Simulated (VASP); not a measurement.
Input of a VASP 6.6.1 run:

The input INCAR:

```
  ALGO = Normal
  EDIFF = 1E-6
  ENCUT = 500
  GGA = PE
  GGA_COMPAT = F
  ISIF = 2
  ISMEAR = -4
  LASPH = T
  LCHARG = F
  LREAL = F
  LWAVE = F
  NBANDS = 19
  NELM = 120
  PREC = Accurate
  SIGMA = 0.1
```

KPOINTS

```
k-points
0
Gamma
  6 6 4
```

The input POSCAR:

```
ZrS2
1.0
    3.6913825498      0.0000000000      0.0000000000
   -1.8456912749      3.1968310632      0.0000000000
    0.0000000000      0.0000000000      6.0410770100
Zr S
1 2
Direct
    0.0000000000      0.0000000000      0.0000000000
    0.6666666667      0.3333333333      0.7620900300
    0.3333333333      0.6666666667      0.2379099700
```

Potentials or basis: VASP PAW PBE potentials, release 64 (Zr_sv, S).

The run is started by

```sh
$ cat potpaw_PBE.64/Zr_sv/POTCAR potpaw_PBE.64/S/POTCAR > POTCAR
$ mpirun -np 1 vasp_std > vasp.out
```

(1) Estimate the largest force.

(2) Predict the band gap on the k mesh.

(3) Estimate the pressure.

## Answers

(1) 0.045 eV/Å.

(2) 1.07 eV (least direct gap 1.64 eV).

(3) 0.5 GPa.

Caveat: this functional lacks dispersion, which binds the layers, so the pressure and a relaxed spacing across them are unreliable.
